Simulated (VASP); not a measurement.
TaSi2, 9 atoms in the cell. The structure is hexagonal, space group P6_422 (No. 181). Conventional cell: a = 4.735 Å, b = 4.735 Å, c = 6.514 Å, α = 90.00°, β = 90.00°, γ = 120.00°. Ta (site symmetry 222) has 10 Si at 2.58 to 2.79 Å and 4 Ta at 3.21 Å within 3.4 Å. Within 3.3 Å of Si (site symmetry 2) lie 9 Si at 2.53 to 3.29 Å and 5 Ta at 2.58 to 2.79 Å. 

* Program: VASP 6.6.1
* Task: single point
* Functional: LDA
* Potentials or basis: VASP PAW LDA potentials, release 64 (Ta_pv, Si)
* Cutoff: 520 eV
* k mesh: 12 × 12 × 8
* Occupations: gaussian, width 0.1 eV
* Spin: no spin polarisation
* Dipole correction: no
* Further INCAR settings: ALGO = Normal; EDIFF = 1e-07; NBANDS = 38

Potentials or basis: VASP PAW LDA potentials, release 64 (Ta_pv, Si).

Launch:

```bash
$ cat potpaw_LDA.64/Ta_pv/POTCAR potpaw_LDA.64/Si/POTCAR > POTCAR
$ mpirun -np 1 vasp_std > vasp.out
```

Hardware: 1 thread of Intel(R) Xeon(R) 6975P-C (Granite Rapids), on a shared host.

Task: How long does it take, and how much memory?

Result: It took 2.6 min on 1 thread of Intel(R) Xeon(R) 6975P-C (Granite Rapids), with other jobs on the host, peak memory 0.44 GiB. Counts: scf iterations 13, k points 95.
